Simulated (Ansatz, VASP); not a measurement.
# Two plane-wave programs on Nb

INCAR

```
SYSTEM = Nb
ALGO = Normal ; EDIFF = 1E-6
ENCUT = 500 ; GGA = PE
GGA_COMPAT = .False. ; ISIF = 2
ISMEAR = -1 ; LASPH = .True.
LCHARG = .False. ; LREAL = .False.
LWAVE = .False. ; NBANDS = 12
NELM = 120 ; PREC = Accurate
SIGMA = 0.1
```

File KPOINTS:

```
k-points
0
Gamma
  14 14 14
  0 0 0
```

The input POSCAR:

```
Nb
1.0
   -1.6639500000      1.6639500000      1.6639500000
    1.6639500000     -1.6639500000      1.6639500000
    1.6639500000      1.6639500000     -1.6639500000
Nb
1
Direct
    0.0000000000      0.0000000000      0.0000000000
```

Input for Ansatz:

```yaml
crystal:
  lattice:
    bravais: bcc
    a: 3.3279
  space_group: 229
  atoms:
    - { symbol: Nb, position: [0.0, 0.0, 0.0] }
  reduce_to_primitive: true
kpoints:
  mp_grid:
    grid: [14, 14, 14]
hamiltonian:
  xc: pbe
  pseudopotentials:
    kind: paw
scf:
  occupations:
    method: fermi_dirac
output:
  forces: true
  stress: true
  eigenvalues: true
```

Alike in both runs: task single point; functional PBE; k mesh 14 × 14 × 14; no spin polarisation.

|  | VASP | Ansatz |
| --- | --- | --- |
| version | VASP 6.6.1 | Ansatz 0.2.0 |
| potentials or method | VASP PAW PBE potentials, release 64 (Nb_sv) | plane waves, PAW |
| plane-wave cutoff (eV) | 500 | 420 |
| occupations | fermi-dirac, width 0.1 eV | fermi-dirac |
| valence electrons in the cell | 13 | 13 |

|  | VASP | Ansatz | Ansatz less VASP |
| --- | --- | --- | --- |
| gap on the k mesh at the Fermi level (eV) | none | none | - |
| pressure (GPa) | -2.6 | -2.2 | +0.35 |

A gap of «none» marks a metal or a gap that the smearing closes.
